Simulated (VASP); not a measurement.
Here is a VASP 6.6.1 calculation.

Contents of INCAR:

```
ALGO = Normal
EDIFF = 1E-6
ENCUT = 520
GGA = PE
ISIF = 2
ISMEAR = 0
LASPH = True
LCHARG = False
LREAL = False
LWAVE = False
NBANDS = 14
NELM = 100
PREC = Accurate
SIGMA = 0.01
```

The input KPOINTS:

```
k-points
0
Gamma
  6 6 6
```

POSCAR

```
NaF
1.0
    2.7934851918      0.0000000000      0.0000000000
    0.0000000000      2.7934851918      0.0000000000
    0.0000000000      0.0000000000      2.7934851918
Na F
1 1
Direct
    0.0000000000      0.0000000000      0.0000000000
    0.5000000000      0.5000000000      0.5000000000
```

Potentials or basis: VASP PAW PBE potentials, release 64 (Na_pv, F).

Run with:

```console
$ cat potpaw_PBE.64/Na_pv/POTCAR potpaw_PBE.64/F/POTCAR > POTCAR
$ mpirun -np 1 vasp_std > vasp.out
```

Predict the pressure.

4.2 GPa.

Estimate the band gap on the k mesh.

6.11 eV, indirect (least direct gap 6.45 eV).

A k mesh can miss the band edges. As with any semilocal functional, this PBE gap is likely too small.
